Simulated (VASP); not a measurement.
# In3Se (Pm-3m) in VASP: notebook, part 2 of 2

VASP 6.6.1.

### Step 3. Single point, PBEsol

This run uses another cell than the first one, of 23.27 Å³/atom.

INCAR reads:

```
SYSTEM = In3Se
PREC = Accurate
ENCUT = 520
EDIFF = 1E-7
ISMEAR = -1
SIGMA = 0.05
LREAL = .FALSE.
LASPH = .TRUE.
NELM = 80
ALGO = Normal
ISIF = 2
LWAVE = .FALSE.
LCHARG = .FALSE.
GGA = PS
NBANDS = 30
```

KPOINTS reads:

```
regular mesh
0
G
  6 6 6
  0 0 0
```

POSCAR reads:

```
In3Se
1.0
    4.5321056949      0.0000000000      0.0000000000
    0.0000000000      4.5321056949      0.0000000000
    0.0000000000      0.0000000000      4.5321056949
In Se
3 1
Direct
    0.5000000000      0.5000000000      0.0000000000
    0.5000000000      0.0000000000      0.5000000000
    0.0000000000      0.5000000000      0.5000000000
    0.0000000000      0.0000000000      0.0000000000
```

Potentials or basis: VASP PAW PBE potentials, release 64 (In_d, Se).

On the command line:

```console
> cat potpaw_PBE.64/In_d/POTCAR potpaw_PBE.64/Se/POTCAR > POTCAR
> mpirun -np 1 vasp_std > vasp.out
```

OUTCAR:

```text
SYSTEM = In3Se
   PREC = Accurate
   ENCUT = 520
   EDIFF = 1E-7
   ISMEAR = -1
   LREAL = .FALSE.
   LASPH = .TRUE.
   NELM = 80
   ISIF = 2
   GGA = PS

 ion  position               nearest neighbor table
   1  0.500  0.500  0.000-   2 3.20   3 3.20   4 3.20   2 3.20   3 3.20   2 3.20   4 3.20   2 3.20
                             3 3.20   4 3.20   3 3.20   4 3.20
   2  0.500  0.000  0.500-   1 3.20   3 3.20   4 3.20   1 3.20   4 3.20   1 3.20   3 3.20   1 3.20
                             3 3.20   4 3.20   4 3.20   3 3.20
   3  0.000  0.500  0.500-   1 3.20   2 3.20   4 3.20   1 3.20   4 3.20   2 3.20   4 3.20   4 3.20
                             1 3.20   2 3.20   1 3.20   2 3.20
   4  0.000  0.000  0.000-   1 3.20   2 3.20   3 3.20   2 3.20   3 3.20   1 3.20   3 3.20   3 3.20
                             1 3.20   2 3.20   2 3.20   1 3.20

  LATTYP: Found a simple cubic cell.
 ALAT       =     4.5321056949

  Lattice vectors:

 A1 = (   4.5321056949,   0.0000000000,   0.0000000000)
 A2 = (   0.0000000000,   4.5321056949,   0.0000000000)
 A3 = (   0.0000000000,   0.0000000000,   4.5321056949)

Analysis of symmetry for initial positions (statically):
=====================================================================
 Subroutine PRICEL returns:
 Original cell was already a primitive cell.

 Routine SETGRP: Setting up the symmetry group for a
 simple cubic supercell.

 Subroutine GETGRP returns: Found 48 space group operations
 (whereof 48 operations were pure point group operations)
 out of a pool of 48 trial point group operations.

The static configuration has the point symmetry O_h .

Analysis of symmetry for dynamics (positions and initial velocities):
=====================================================================
 Subroutine PRICEL returns:
 Original cell was already a primitive cell.

 Routine SETGRP: Setting up the symmetry group for a
 simple cubic supercell.

 Subroutine GETGRP returns: Found 48 space group operations
 (whereof 48 operations were pure point group operations)
 out of a pool of 48 trial point group operations.

The dynamic configuration has the point symmetry O_h .

 Subroutine INISYM returns: Found 48 space group operations
 (whereof 48 operations are pure point group operations),
 and found     1 'primitive' translations

----------------------------------------------------------------------------------------

                                     Primitive cell

  volume of cell :      93.0894

  direct lattice vectors                    reciprocal lattice vectors
     4.532105695  0.000000000  0.000000000     0.220647987  0.000000000  0.000000000
     0.000000000  4.532105695  0.000000000     0.000000000  0.220647987  0.000000000
     0.000000000  0.000000000  4.532105695     0.000000000  0.000000000  0.220647987

  length of vectors
     4.532105695  4.532105695  4.532105695     0.220647987  0.220647987  0.220647987

  position of ions in fractional coordinates (direct lattice)
     0.500000000  0.500000000  0.000000000
     0.500000000  0.000000000  0.500000000
     0.000000000  0.500000000  0.500000000
     0.000000000  0.000000000  0.000000000

  ion indices of the primitive-cell ions
   primitive index   ion index
                 1           1
[... 25 lines left out ...]
 Subroutine IBZKPT returns following result:
 ===========================================

 Found     20 irreducible k-points:

 Following reciprocal coordinates:
            Coordinates               Weight
  0.000000  0.000000  0.000000      1.000000
  0.166667  0.000000  0.000000      6.000000
  0.333333  0.000000  0.000000      6.000000
  0.500000  0.000000  0.000000      3.000000
  0.166667  0.166667  0.000000     12.000000
  0.333333  0.166667  0.000000     24.000000
[... 12 lines left out ...]
  0.500000  0.500000  0.333333      6.000000
  0.500000  0.500000  0.500000      1.000000
   k-points           NKPTS =     20   k-points in BZ     NKDIM =     20   number of bands    NBANDS=     30
   number of dos      NEDOS =    301   number of ions     NIONS =      4
   total plane-waves  NPLWV =  46656
   dimension x,y,z NGX =    36 NGY =   36 NGZ =   36
   dimension x,y,z NGXF=    72 NGYF=   72 NGZF=   72
   ions per type =               3   1
   NGX,Y,Z   is equivalent  to a cutoff of  13.21, 13.21, 13.21 a.u.
   NGXF,Y,Z  is equivalent  to a cutoff of  26.41, 26.41, 26.41 a.u.
 SYSTEM =  In3Se
   PREC   = accura    normal or accurate (medium, high low for compatibility)
   ISTART =      0    job   : 0-new  1-cont  2-samecut
   ICHARG =      2    charge: 1-file 2-atom 10-const
   ISPIN  =      1    spin polarized calculation?
   LNONCOLLINEAR =      F non collinear calculations
   LSORBIT =      F    spin-orbit coupling
   LASPH  =      T    aspherical Exc in radial PAW
   ENCUT  =  520.0 eV  38.22 Ry    6.18 a.u.   8.43  8.43  8.43*2*pi/ulx,y,z
   NELM   =     80;   NELMIN=  2; NELMDL= -5     # of ELM steps
   EDIFF  = 0.1E-06   stopping-criterion for ELM
   LREAL  =      F    real-space projection
   EDIFFG = 0.1E-05   stopping-criterion for IOM
   NSW    =      0    number of steps for IOM
   IBRION =     -1    ionic relax: 0-MD 1-quasi-New 2-CG
   NFREE  =      0    steps in history (QN), initial steepest desc. (CG)
   ISIF   =      2    stress and relaxation
   ISYM   =      2    0-nonsym 1-usesym 2-fastsym
   POTIM  = 0.5000    time-step for ionic-motion
   TEBEG  =    0.0;   TEEND  =   0.0 temperature during run
   PSTRESS=    0.0 pullay stress
   NELECT =      45.0000    total number of electrons
   NUPDOWN=      -1.0000    fix difference up-down
   EMIN   =  10.00;   EMAX   =-10.00  energy-range for DOS
   EFERMI =   0.00;   METHOD = LEGACY
   ISMEAR =    -1;   SIGMA  =   0.05  broadening in eV -4-tet -1-fermi 0-gaus
   EFERMI_NEDOS =   21; number of points for ismear=-14 and -15
   IALGO  =     38    algorithm
   IMIX   =      4    mixing-type and parameters
     AMIX     =   0.40;   BMIX     =  1.00
     AMIX_MAG =   1.60;   BMIX_MAG =  1.00
  volume/ion in A,a.u.               =      23.27       157.05
  Fermi-wavevector in a.u.,A,eV,Ry     =   1.284830  2.427976 22.460333  1.650788
  Thomas-Fermi vector in A             =   2.417000
   LORBIT       =      0    0 simple, 1 ext, 2 COOP (PROOUT), +10 PAW based schemes
   GGA     = PS    functional components
   LHFCALC =     F    Hartree Fock is set to
   AEXX    =    0.0000 exact exchange contribution
   IVDW    =     0    specifies the selected vdW correction
   LEPSILON=     F    determine dielectric tensor
   LRPA    =     F    only Hartree local field effects (RPA)
 non-spin polarized calculation
  energy-cutoff  :      520.00
  volume of cell :       93.09
 maximum number of plane-waves:      2522
 NGX is ok and might be reduce to    36
   NGX = 17   NGY = 17   NGZ = 17

 number of electron      45.0000034 magnetization

 Free energy of the ion-electron system (eV)
  ---------------------------------------------------
  ext. energy  EPLUGINS =         0.00000000
  ---------------------------------------------------
  free energy    TOTEN  =       -13.11795850 eV

  energy without entropy =      -13.10845249  energy(sigma->0) =      -13.11320549

 E-fermi :   7.7560     XC(G=0): -10.7244

 val. band max:        7.6673747437   @ k =   0.3333   0.1667   0.1667
 cond. band min:       7.8505850727   @ k =   0.1667   0.1667   0.0000
 fundamental gap:      0.1832103290
 Fermi energy:         7.7560122129

 k-point     1 :       0.0000    0.0000    0.0000
  band No.  band energies     occupation
      1      -7.2440      2.00000
      2      -7.1646      2.00000
      3      -7.1646      2.00000
      4      -7.1646      2.00000
      5      -6.9866      2.00000
      6      -6.9866      2.00000
[... 649 lines left out ...]
     29      16.9980      0.00000
     30      17.3662      0.00000

------------------------ aborting loop because EDIFF is reached ----------------------------------------

  FORCE on cell =-STRESS in cart. coord.  units (eV):
  Direction    XX          YY          ZZ          XY          YZ          ZX
  --------------------------------------------------------------------------------------
  -------------------------------------------------------------------------------------
  Total        2.8810518      2.8810518      2.8810518     -0.0000000     -0.0000000      0.0000000
  in kB       49.5862837     49.5862837     49.5862837     -0.0000000     -0.0000000      0.0000000
  external PRESSURE =      49.5862837 kB  Pullay stress =       0.0000000 kB

 VOLUME and BASIS-vectors are now :
 -----------------------------------------------------------------------------
  energy-cutoff  :      520.00
  volume of cell :       93.09
      direct lattice vectors                 reciprocal lattice vectors
     4.532105695  0.000000000  0.000000000     0.220647987  0.000000000  0.000000000
     0.000000000  4.532105695  0.000000000     0.000000000  0.220647987  0.000000000
     0.000000000  0.000000000  4.532105695     0.000000000  0.000000000  0.220647987

 POSITION                                       TOTAL-FORCE (eV/Angst)
 -----------------------------------------------------------------------------------
      2.26605      2.26605      0.00000         0.000000      0.000000      0.000000
      2.26605      0.00000      2.26605         0.000000      0.000000      0.000000
      0.00000      2.26605      2.26605         0.000000      0.000000      0.000000
      0.00000      0.00000      0.00000         0.000000      0.000000      0.000000
 -----------------------------------------------------------------------------------
    total drift:                                0.000000      0.000000      0.000000

  FREE ENERGIE OF THE ION-ELECTRON SYSTEM (eV)
  ---------------------------------------------------
  free  energy   TOTEN  =       -13.1179585007 eV

  energy  without entropy=      -13.1084524855  energy(sigma->0) =      -13.11320549
```

OSZICAR:

```text
N       E                     dE             d eps       ncg     rms          rms(c)
DAV:   1     0.417223020269E+03    0.41722E+03   -0.21638E+04  1200   0.199E+03
DAV:   2     0.314845560534E+02   -0.38574E+03   -0.37718E+03  1200   0.466E+02
DAV:   3    -0.113430358743E+02   -0.42828E+02   -0.41210E+02  1500   0.167E+02
DAV:   4    -0.132847369725E+02   -0.19417E+01   -0.19352E+01  1380   0.374E+01
DAV:   5    -0.133634697617E+02   -0.78733E-01   -0.78722E-01  1750   0.645E+00    0.550E+00
DAV:   6    -0.131382203245E+02    0.22525E+00   -0.57295E-01  1564   0.100E+01    0.325E+00
DAV:   7    -0.131222695351E+02    0.15951E-01   -0.12456E-01  1650   0.279E+00    0.918E-01
DAV:   8    -0.131185193101E+02    0.37502E-02   -0.11150E-02  1710   0.817E-01    0.301E-01
DAV:   9    -0.131179603863E+02    0.55892E-03   -0.17212E-03  1744   0.314E-01    0.126E-01
DAV:  10    -0.131179599142E+02    0.47213E-06   -0.19345E-04  1776   0.160E-01    0.570E-02
DAV:  11    -0.131179608829E+02   -0.96875E-06   -0.39668E-05  1900   0.506E-02    0.134E-02
DAV:  12    -0.131179584608E+02    0.24221E-05   -0.73054E-06  1690   0.364E-02    0.565E-03
DAV:  13    -0.131179583497E+02    0.11111E-06   -0.51306E-07  1292   0.362E-03    0.577E-03
DAV:  14    -0.131179585200E+02   -0.17034E-06   -0.89679E-08   882   0.282E-03    0.818E-04
DAV:  15    -0.131179585007E+02    0.19306E-07   -0.10046E-07  1000   0.166E-03
   1 F= -.13117959E+02 E0= -.13113205E+02  d E =-.950602E-02
```

stdout:

```text
POSCAR found type information on POSCAR InSe
 POSCAR found :  2 types and       4 ions
 scaLAPACK will be used
 -----------------------------------------------------------------------------
|                                                                             |
|                                                                             |
|     You enforced a specific xc type in the INCAR file but a different       |
|     I HOPE YOU KNOW WHAT YOU ARE DOING!                                     |
|                                                                             |
 -----------------------------------------------------------------------------

 LDA part: xc-table for (Slater+PW92), standard interpolation
 POSCAR, INCAR and KPOINTS ok, starting setup
 FFT: planning ... GRIDC
 FFT: planning ... GRID_SOFT
 FFT: planning ... GRID
 WAVECAR not read
 entering main loop
```

Run time: 21 s. Hardware: 1 thread of Intel Xeon 6975P-C (Granite Rapids), shared host; peak memory 0.22 GiB.

Results:

```
Free energy            : -13.1180 eV
Pressure               : 5.0 GPa
Band gap on the k mesh : zero (an odd number of electrons rules out a gap without spin polarisation)
```

Caveat: the cell stands under pressure; the PAW data sets were made with another functional, which shifts forces and pressure a little; spin-orbit coupling is left out, which moves the levels of the heavy elements.

### Step 4. Single point, PBEsol

This run uses another cell than the first one, of 24.45 Å³/atom.

INCAR reads:

```
PREC = Accurate
ENCUT = 520
EDIFF = 1E-6
ISMEAR = -1
SIGMA = 0.05
LREAL = False
LASPH = True
NELM = 80
ALGO = Normal
ISIF = 2
LWAVE = False
LCHARG = True
GGA = PS
LELF = True
LVHAR = True
NBANDS = 30
```

KPOINTS reads:

```
Automatic mesh
0
Gamma
  6 6 6
```

POSCAR reads:

```
In3Se
1.0
    4.6075295169      0.0000000000      0.0000000000
    0.0000000000      4.6075295169      0.0000000000
    0.0000000000      0.0000000000      4.6075295169
In Se
3 1
Direct
    0.5000000000      0.5000000000      0.0000000000
    0.5000000000      0.0000000000      0.5000000000
    0.0000000000      0.5000000000      0.5000000000
    0.0000000000      0.0000000000      0.0000000000
```

On the command line:

```console
> cat potpaw_PBE.64/In_d/POTCAR potpaw_PBE.64/Se/POTCAR > POTCAR
> mpirun -np 1 vasp_std > vasp.out
```

Wall time 20 s (1 thread of Intel Xeon 6975P-C (Granite Rapids), shared host); peak memory 0.22 GiB.

The run converged. Its results:

```
Free energy            : -13.2202 eV
Pressure               : 2.0 GPa
Band gap on the k mesh : zero (an odd number of electrons rules out a gap without spin polarisation)
```

Levels at points of the mesh, in eV from the Fermi level:
| k point | band 19 | band 20 | band 21 | band 22 | band 23 | band 24 | band 25 | band 26 | band 27 | band 28 |
| --- | --- | --- | --- | --- | --- | --- | --- | --- | --- | --- |
| (0.00, 0.00, 0.00) | -3.82 | -3.82 | -2.06 | -2.06 | 1.19 | 1.19 | 1.19 | 4.45 | 4.45 | 4.45 |
| (0.50, 0.00, 0.00) | -2.84 | -2.84 | -1.29 | -1.15 | -0.32 | -0.32 | 1.16 | 4.11 | 4.11 | 4.24 |
| (0.50, 0.50, 0.00) | -6.19 | -2.24 | -1.08 | -0.54 | -0.54 | 1.66 | 1.70 | 1.70 | 1.98 | 5.25 |
| (0.50, 0.50, 0.50) | -4.87 | -4.47 | -4.47 | -4.47 | -3.72 | 3.40 | 3.40 | 3.40 | 8.71 | 8.86 |

Caveat: the PAW data sets were made with another functional, which shifts forces and pressure a little; spin-orbit coupling is left out, which moves the levels of the heavy elements.

### Step 5. Summary

```tsv
cell	gap on the mesh (eV)	pressure (GPa)
a = 4.435 Å, 4 atoms	none	10.0
a = 4.532 Å, 4 atoms	none	5.0
a = 4.608 Å, 4 atoms	none	2.0
```

Alike in all rows: task single point; level PBEsol; potentials or basis VASP PAW PBE potentials, release 64 (In_d, Se); no spin polarisation; k mesh 6 × 6 × 6; cutoff (eV) 520; smearing fermi-dirac 0.05 eV.

Caveats: the PAW data sets were made with another functional, which shifts forces and pressure a little; spin-orbit coupling is left out, which moves the levels of the heavy elements; the cell stands under pressure (at least some runs).

Absolute energies hang on the potentials; compare differences alone.
